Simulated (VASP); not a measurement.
# Be (P6_3/mmc) in VASP: a series of runs, part 2 of 2

VASP 6.6.1.

## (4) Relaxation of cell and atoms, PBE

This run uses another cell than the first one, of 8.00 Å³/atom.

INCAR reads:

```
PREC = Accurate
ENCUT = 600
EDIFF = 1E-6
ISMEAR = 0
SIGMA = 0.1
LREAL = F
LASPH = T
NELM = 100
ALGO = Normal
ISIF = 3
LWAVE = F
LCHARG = F
GGA = PE
IBRION = 2
NSW = 50
EDIFFG = -0.003
```

KPOINTS reads:

```
regular mesh
0
Gamma
  21 21 12
```

POSCAR reads:

```
Be
1.0
    2.2717487063      0.0000000000      0.0000000000
   -1.1358743532      1.9673920907      0.0000000000
    0.0000000000      0.0000000000      3.5810062697
Be
2
Direct
    0.3333333333      0.6666666667      0.2500000000
    0.6666666667      0.3333333333      0.7500000000
```

Potentials or basis: VASP PAW PBE potentials, release 64 (Be).

Started as:

```sh
> cat potpaw_PBE.64/Be/POTCAR > POTCAR
> mpirun -np 1 vasp_std > vasp.out
```

OUTCAR:

```text
PREC = Accurate
   ENCUT = 600
   EDIFF = 1E-6
   ISMEAR = 0
   LREAL = F
   LASPH = T
   NELM = 100
   ISIF = 3
   GGA = PE
   IBRION = 2
   NSW = 50
   EDIFFG = -0.003

 ion  position               nearest neighbor table
   1  0.333  0.667  0.250-   2 2.22   2 2.22   2 2.22   2 2.22   2 2.22   2 2.22
   2  0.667  0.333  0.750-   1 2.22   1 2.22   1 2.22   1 2.22   1 2.22   1 2.22

  LATTYP: Found a hexagonal cell.
 ALAT       =     2.2717487063
 C/A-ratio  =     1.5763214742

  Lattice vectors:

 A1 = (   2.2717487063,   0.0000000000,   0.0000000000)
 A2 = (  -1.1358743532,   1.9673920907,   0.0000000000)
 A3 = (   0.0000000000,   0.0000000000,   3.5810062697)

Analysis of symmetry for initial positions (statically):
=====================================================================
 Subroutine PRICEL returns:
 Original cell was already a primitive cell.

 Routine SETGRP: Setting up the symmetry group for a
 hexagonal supercell.

 Subroutine GETGRP returns: Found 24 space group operations
 (whereof 12 operations were pure point group operations)
 out of a pool of 24 trial point group operations.

The static configuration has the point symmetry D_3d.
 The point group associated with its full space group is D_6h.

Analysis of symmetry for dynamics (positions and initial velocities):
=====================================================================
 Subroutine PRICEL returns:
 Original cell was already a primitive cell.

 Routine SETGRP: Setting up the symmetry group for a
 hexagonal supercell.

 Subroutine GETGRP returns: Found 24 space group operations
 (whereof 12 operations were pure point group operations)
 out of a pool of 24 trial point group operations.

The dynamic configuration has the point symmetry D_3d.
 The point group associated with its full space group is D_6h.

 Subroutine INISYM returns: Found 24 space group operations
 (whereof 12 operations are pure point group operations),
 and found     1 'primitive' translations

----------------------------------------------------------------------------------------

                                     Primitive cell

  volume of cell :      16.0050

  direct lattice vectors                    reciprocal lattice vectors
     2.271748706  0.000000000  0.000000000     0.440189532  0.254143545  0.000000000
    -1.135874353  1.967392091  0.000000000     0.000000000  0.508287090  0.000000000
     0.000000000  0.000000000  3.581006270     0.000000000  0.000000000  0.279251117

  length of vectors
     2.271748706  2.271748706  3.581006270     0.508287090  0.508287090  0.279251117

  position of ions in fractional coordinates (direct lattice)
     0.333333333  0.666666667  0.250000000
     0.666666667  0.333333333  0.750000000

  ion indices of the primitive-cell ions
   primitive index   ion index
                 1           1
                 2           2

----------------------------------------------------------------------------------------

 KPOINTS: regular mesh

Automatic generation of k-mesh.
 Grid dimensions read from file:
 generate k-points for:   21   21   12

 Generating k-lattice:

[... 22 lines left out ...]
  0.190476  0.000000  0.000000      6.000000
  0.238095  0.000000  0.000000      6.000000
[... 16 lines left out ...]
  0.142857  0.095238  0.000000     12.000000
  0.190476  0.095238  0.000000     12.000000
 [... further k-points ...]
   k-points           NKPTS =    336   k-points in BZ     NKDIM =    336   number of bands    NBANDS=      6
   number of dos      NEDOS =    301   number of ions     NIONS =      2
   total plane-waves  NPLWV =   9720
   dimension x,y,z NGX =    18 NGY =   18 NGZ =   30
   dimension x,y,z NGXF=    36 NGYF=   36 NGZF=   60
   ions per type =               2
   NGX,Y,Z   is equivalent  to a cutoff of  13.17, 13.17, 13.93 a.u.
   NGXF,Y,Z  is equivalent  to a cutoff of  26.34, 26.34, 27.85 a.u.
 SYSTEM =  unknown system
   PREC   = accura    normal or accurate (medium, high low for compatibility)
   ISTART =      0    job   : 0-new  1-cont  2-samecut
   ICHARG =      2    charge: 1-file 2-atom 10-const
   ISPIN  =      1    spin polarized calculation?
   LNONCOLLINEAR =      F non collinear calculations
   LSORBIT =      F    spin-orbit coupling
   LASPH  =      T    aspherical Exc in radial PAW
   ENCUT  =  600.0 eV  44.10 Ry    6.64 a.u.   4.54  4.54  7.15*2*pi/ulx,y,z
   NELM   =    100;   NELMIN=  2; NELMDL= -5     # of ELM steps
   EDIFF  = 0.1E-05   stopping-criterion for ELM
   LREAL  =      F    real-space projection
   EDIFFG = -.3E-02   stopping-criterion for IOM
   NSW    =     50    number of steps for IOM
   IBRION =      2    ionic relax: 0-MD 1-quasi-New 2-CG
   NFREE  =      1    steps in history (QN), initial steepest desc. (CG)
   ISIF   =      3    stress and relaxation
   ISYM   =      2    0-nonsym 1-usesym 2-fastsym
   POTIM  = 0.5000    time-step for ionic-motion
   TEBEG  =    0.0;   TEEND  =   0.0 temperature during run
   PSTRESS=    0.0 pullay stress
   NELECT =       4.0000    total number of electrons
   NUPDOWN=      -1.0000    fix difference up-down
   EMIN   =  10.00;   EMAX   =-10.00  energy-range for DOS
   EFERMI =   0.00;   METHOD = LEGACY
   ISMEAR =     0;   SIGMA  =   0.10  broadening in eV -4-tet -1-fermi 0-gaus
   EFERMI_NEDOS =   21; number of points for ismear=-14 and -15
   IALGO  =     38    algorithm
   IMIX   =      4    mixing-type and parameters
     AMIX     =   0.40;   BMIX     =  1.00
     AMIX_MAG =   1.60;   BMIX_MAG =  1.00
  volume/ion in A,a.u.               =       8.00        54.00
  Fermi-wavevector in a.u.,A,eV,Ry     =   1.031200  1.948685 14.468062  1.063373
  Thomas-Fermi vector in A             =   2.165336
   LORBIT       =      0    0 simple, 1 ext, 2 COOP (PROOUT), +10 PAW based schemes
   GGA     = PE    functional components
   LHFCALC =     F    Hartree Fock is set to
   AEXX    =    0.0000 exact exchange contribution
   IVDW    =     0    specifies the selected vdW correction
   LEPSILON=     F    determine dielectric tensor
   LRPA    =     F    only Hartree local field effects (RPA)
 conjugate gradient relaxation of ions
 non-spin polarized calculation
 Gauss-broadening in eV      SIGMA  =   0.10
  energy-cutoff  :      600.00
  volume of cell :       16.01
 maximum number of plane-waves:       549
   NGX =  9   NGY =  9   NGZ = 15

--------------------------------------- Ionic step        1  -------------------------------------------

 number of electron       4.0000000 magnetization

 Free energy of the ion-electron system (eV)
  ---------------------------------------------------
  ext. energy  EPLUGINS =         0.00000000
  ---------------------------------------------------
  free energy    TOTEN  =        -7.52986684 eV

  energy without entropy =       -7.52830946  energy(sigma->0) =       -7.52908815

------------------------ aborting loop because EDIFF is reached ----------------------------------------

  FORCE on cell =-STRESS in cart. coord.  units (eV):
  Direction    XX          YY          ZZ          XY          YZ          ZX
  --------------------------------------------------------------------------------------
  -------------------------------------------------------------------------------------
  Total       -0.1247088     -0.1247088     -0.1403923      0.0000000      0.0000000     -0.0000000
  in kB      -12.4839339    -12.4839339    -14.0539205      0.0000000      0.0000000     -0.0000000
  external PRESSURE =     -13.0072628 kB  Pullay stress =       0.0000000 kB
[... 131 lines left out ...]
--------------------------------------- Ionic step        5  -------------------------------------------

 number of electron       4.0000000 magnetization

 Free energy of the ion-electron system (eV)
  ---------------------------------------------------
  ext. energy  EPLUGINS =         0.00000000
  ---------------------------------------------------
  free energy    TOTEN  =        -7.53057653 eV

  energy without entropy =       -7.52903628  energy(sigma->0) =       -7.52980641

 E-fermi :   7.0572     XC(G=0): -10.6017

 val. band max:        7.0188588215   @ k =   0.2857   0.2381   0.0833
 cond. band min:       7.0596322617   @ k =   0.3333   0.2857   0.3333
 fundamental gap:      0.0407734401
 Fermi energy:         7.0572339485

 k-point     1 :       0.0000    0.0000    0.0000
  band No.  band energies     occupation
      1      -4.3295      2.00000
      2       2.5688      2.00000
      3       8.1048      0.00000
      4      23.0179      0.00000
      5      23.0179      0.00000
      6      25.8566      0.00000
[... 199 lines left out ...]
 k-point    24 :       0.1905    0.0952    0.0000
  band No.  band energies     occupation
      1      -2.4990      2.00000
      2       4.9481      2.00000
      3       8.4214      0.00000
      4      15.2292      0.00000
      5      17.5102      0.00000
      6      23.2867      0.00000

 [... further k-points ...]
[... 5 lines left out ...]
  --------------------------------------------------------------------------------------
  -------------------------------------------------------------------------------------
  Total        0.0008481      0.0008481      0.0038909     -0.0000000      0.0000000      0.0000000
  in kB        0.0858340      0.0858340      0.3937738     -0.0000000      0.0000000      0.0000000
  external PRESSURE =       0.1884806 kB  Pullay stress =       0.0000000 kB
[... 17 lines left out ...]
  FREE ENERGIE OF THE ION-ELECTRON SYSTEM (eV)
  ---------------------------------------------------
  free  energy   TOTEN  =        -7.5305765292 eV

  energy  without entropy=       -7.5290362823  energy(sigma->0) =       -7.52980641

 reached required accuracy - stopping structural energy minimisation
```

Run time: 34 s. Hardware: 1 thread of Intel Xeon Platinum 8488C (Sapphire Rapids), shared host; peak memory 0.15 GiB.

What came out:

```
Free energy                           : -7.5306 eV
Relaxed volume                        : 7.92 Å³/atom
Relaxed cell                          : a = 2.264 Å, b = 2.264 Å, c = 3.568 Å, α = 90.00°, β = 90.00°, γ = 120.00°
Space group after relaxing (to 0.1 Å) : P6_3/mmc (No. 194)
Energy gained by relaxing             : 0.4 meV/atom
Ionic steps                           : 5
Pressure after relaxing               : 0.0 GPa
Band gap on the k mesh                : zero (bands 2 and 3 overlap by 2.08 eV)
```

Step by step:
| step | energy change (eV) | largest force (eV/Å) | pressure (GPa) | volume (Å³) |
| --- | --- | --- | --- | --- |
| 1 | 0.0000 | 0.0000 | -1.30 | 16.01 |
| 2 | -0.0007 | 0.0000 | -0.16 | 15.86 |
| 3 | -0.0007 | 0.0000 | -0.01 | 15.84 |
| 4 | -0.0007 | 0.0000 | 0.01 | 15.83 |
| 5 | -0.0007 | 0.0000 | 0.02 | 15.83 |

Final structure:
```yaml
crystal:
  lattice:
    - [2.26351, 0.00000, 0.00000]
    - [-1.13175, 1.96025, 0.00000]
    - [0.00000, 0.00000, 3.56797]
  atoms:
    - { symbol: Be, position: [0.33333, 0.66667, 0.25000] }
    - { symbol: Be, position: [0.66667, 0.33333, 0.75000] }
```

Levels at points of the mesh, in eV from the Fermi level:
| k point | band 1 | band 2 | band 3 | band 4 | band 5 | band 6 |
| --- | --- | --- | --- | --- | --- | --- |
| (0.00, 0.00, 0.00) | -11.39 | -4.49 | 1.05 | 15.96 | 15.96 | 18.80 |
| (0.00, 0.00, 0.50) | -9.23 | -9.23 | 10.63 | 10.63 | 17.60 | 17.60 |

## (5) Relaxation of shape and atoms at fixed volume, PBE (8.14 Å³/atom)

This run uses another cell than the first one, of 8.14 Å³/atom.

INCAR reads:

```
SYSTEM = Be
ALGO     = Normal         ! electronic algorithm
EDIFF    = 1E-6           ! SCF threshold, eV
EDIFFG   = -0.01          ! ionic threshold
ENCUT    = 600            ! plane-wave cutoff, eV
GGA      = PE             ! functional
IBRION   = 2              ! ionic algorithm
ISIF     = 4              ! what is computed and relaxed
ISMEAR   = 0              ! smearing method
LASPH    = .True.         ! aspherical terms in the spheres
LCHARG   = .False.        ! write CHGCAR
LREAL    = .False.        ! projectors in reciprocal space
LWAVE    = .False.        ! write WAVECAR
NELM     = 100            ! most SCF steps
NSW      = 50             ! ionic steps
PREC     = Accurate       ! precision mode
SIGMA    = 0.1            ! smearing width, eV
```

KPOINTS reads:

```
k-points
0
Gamma
  21 21 12
  0 0 0
```

POSCAR reads:

```
Be
1.0
    2.2846079682      0.0000000000      0.0000000000
   -1.1423039841      1.9785285382      0.0000000000
    0.0000000000      0.0000000000      3.6018721725
Be
2
Direct
    0.3333333333      0.6666666667      0.2500000000
    0.6666666667      0.3333333333      0.7500000000
```

Started as:

```sh
> cat potpaw_PBE.64/Be/POTCAR > POTCAR
> mpirun -np 1 vasp_std > vasp.out
```

Run time: 23 s. Hardware: 1 thread of Intel Xeon Platinum 8488C (Sapphire Rapids), shared host; peak memory 0.15 GiB.

It converged, with:

```
Free energy               : -7.5259 eV
Energy gained by relaxing : 0.0 meV/atom
Ionic steps               : 2
Pressure after relaxing   : -3.3 GPa
Band gap on the k mesh    : zero (bands 2 and 3 overlap by 2.06 eV)
```

Stress tensor (GPa, compression positive):
```
-3.23  0.00  0.00
 0.00 -3.23  0.00
 0.00  0.00 -3.33
```

Final structure:
```xyz
2
Lattice="2.2855 0.0000 0.0000 -1.1428 1.9793 0.0000 0.0000 0.0000 3.5990" Properties=species:S:1:pos:R:3 pbc="T T T"
Be    0.0000    1.3195    0.8998
Be    1.1428    0.6598    2.6993
```

Levels at points of the mesh, in eV from the Fermi level:
```
           k point  band 1  band 2  band 3  band 4  band 5  band 6
(0.00, 0.00, 0.00)  -11.23   -4.38    0.97   15.59   15.59   18.38
(0.00, 0.00, 0.50)   -9.09   -9.09   10.43   10.43   17.20   17.20
```

## (6) Summary

```tsv
task	cell	gap on the mesh (eV)	pressure (GPa)
relaxation of shape and atoms at fixed volume	relaxed from a = 2.215, b = 2.215, c = 3.496 Å, angles 90.0, 90.0, 120.0°, 2 atoms	none	8.7
relaxation of shape and atoms at fixed volume	relaxed from a = 2.239, b = 2.239, c = 3.531 Å, angles 90.0, 90.0, 120.0°, 2 atoms	none	4.2
relaxation of cell and atoms	relaxed from a = 2.272, b = 2.272, c = 3.581 Å, angles 90.0, 90.0, 120.0°, 2 atoms	none	0.0
relaxation of shape and atoms at fixed volume	relaxed from a = 2.285, b = 2.285, c = 3.602 Å, angles 90.0, 90.0, 120.0°, 2 atoms	none	-3.3
```

Alike in all rows: level PBE; potentials or basis VASP PAW PBE potentials, release 64 (Be); no spin polarisation; k mesh 21 × 21 × 12; cutoff (eV) 600; smearing gaussian 0.1 eV.

Total energies depend on the potentials used, so only differences within one code and one set of settings carry meaning.

The gap in the log of VASP goes by the Fermi energy; the results here count the filled bands.